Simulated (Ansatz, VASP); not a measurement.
## Al2BAs3 in VASP and in Ansatz

```
Al B As
1.0
    -1.86772    1.86772    7.92405
     1.86772   -1.86772    7.92405
     1.86772    1.86772   -7.92405
Al B As
2 1 3
Direct
  0.33333 0.33333 0.00000
  0.66667 0.66667 0.00000
  0.00000 0.00000 0.00000
  0.41667 0.91667 0.50000
  0.75000 0.25000 0.50000
  0.08333 0.58333 0.50000
```

Alike in both runs: task single point; functional PBE; k mesh 6 × 6 × 6; occupations gaussian, width 0.1 eV; no spin polarisation.

|  | VASP | Ansatz |
| --- | --- | --- |
| version | VASP 6.6.1 | Ansatz 0.2.0 |
| potentials or method | VASP PAW PBE potentials, release 64 (Al, B, As), cutoff 520 eV | scalar-relativistic, plane waves, PAW |
| valence electrons in the cell | 24 | 54 |

Ansatz gave:

* gap on the k mesh at the Fermi level (eV): 1.05
* least direct gap on the mesh (eV): 1.08
* pressure (GPa): 11.9
* traceless stress, the component that is largest in VASP (GPa): -0.76
* rms of the force components (eV/Å): 1.186

Task: Which values does VASP return?

Result: gap on the k mesh at the Fermi level (eV): 1.04; least direct gap on the mesh (eV): 1.07; pressure (GPa): 12.3; traceless stress, the component that is largest in VASP (GPa): -0.77; rms of the force components (eV/Å): 1.192.

Atom by atom the forces differ by 0.007 eV/Å (rms over components). VASP's potentials hold 24 valence electrons a cell and Ansatz's 54, so a difference there can come from the potentials and not from the codes.
